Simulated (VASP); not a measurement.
Runs of VASP 6.6.1 on CdTe (zincblende type). The structure is that of space group F-43m (No. 216), or close to it. The cells are those of the table. 

| task | cell | k mesh for the DOS | occupations for the DOS | gap on the mesh (eV) | pressure (GPa) |
| --- | --- | --- | --- | --- | --- |
| single point | a = 4.113 Å, angles 60.0°, 2 atoms | - | - | 1.56 | 30.3 |
| single point | a = 4.496 Å, angles 60.0°, 2 atoms | - | - | 0.84 | (a) |
| single point | a = 4.589 Å, angles 60.0°, 2 atoms | - | - | 0.65 | 0.1 |
| single point | a = 3.955 Å, angles 60.0°, 2 atoms | - | - | (b) | 54.5 |
| single point | a = 3.760 Å, angles 60.0°, 2 atoms | - | - | 0.51 | 104.5 |

Alike in all rows: level PBEsol; potentials or basis VASP PAW PBE potentials, release 64 (Cd, Te); no spin polarisation; k mesh 12 × 12 × 12; cutoff (eV) 520; smearing fermi-dirac 0.05 eV.

Fill in the values left out.

(a) 3.1; (b) 1.13.

Caveats: the PAW data sets were made with another functional, which shifts forces and pressure a little; spin-orbit coupling is left out, which moves the levels of the heavy elements.

A k mesh can miss the band edges, and the runs leave out spin-orbit coupling on Cd, Te.
